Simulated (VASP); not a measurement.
Input of a VASP 6.6.1 run:

File POSCAR:

```
Be2C
1.0
    0.0000000000      2.1504693608      2.1504693608
    2.1504693608      0.0000000000      2.1504693608
    2.1504693608      2.1504693608      0.0000000000
Be C
2 1
Direct
    0.2500000000      0.2500000000      0.2500000000
    0.7500000000      0.7500000000      0.7500000000
    0.0000000000      0.0000000000      0.0000000000
```

File INCAR.step1:

```
SYSTEM = Be2C
PREC = Accurate
ENCUT = 660
ISMEAR = 0
SIGMA = 0.01
LREAL = .False.
LASPH = .True.
NELM = 120
NBANDS = 11
GGA = PE
ALGO = Normal
EDIFF = 1E-5
LWAVE = .True.
LCHARG = .False.
GGA_COMPAT = .False.
```

INCAR.step2

```
SYSTEM = Be2C
PREC = Accurate
ENCUT = 660
EDIFF = 1E-6
ISMEAR = 0
SIGMA = 0.01
LREAL = .False.
LASPH = .True.
NELM = 120
ALGO = Normal
ISIF = 2
LWAVE = .False.
LCHARG = .False.
METAGGA = R2SCAN
LMIXTAU = .True.
NBANDS = 11
ISTART = 1
GGA_COMPAT = .False.
```

KPOINTS

```
Automatic mesh
0
Gamma
  7 7 7
  0 0 0
```

Potentials or basis: VASP PAW PBE potentials, release 64 (Be, C).

The run is started by

```sh
$ cat potpaw_PBE.64/Be/POTCAR potpaw_PBE.64/C/POTCAR > POTCAR
$ cp INCAR.step1 INCAR
$ mpirun -np 1 vasp_std > vasp.out
$ cp INCAR.step2 INCAR
$ mpirun -np 1 vasp_std > vasp.out
```

Task: What does it give for the pressure?

Result: 3.7 GPa.

Task: Predict the band gap on the k mesh.

Result: 1.79 eV, indirect (least direct gap 4.66 eV).

Caveat: the PAW data sets were made with another functional, which shifts forces and pressure a little. r2SCAN opens gaps a little over a GGA but as a rule still falls short of measured ones.
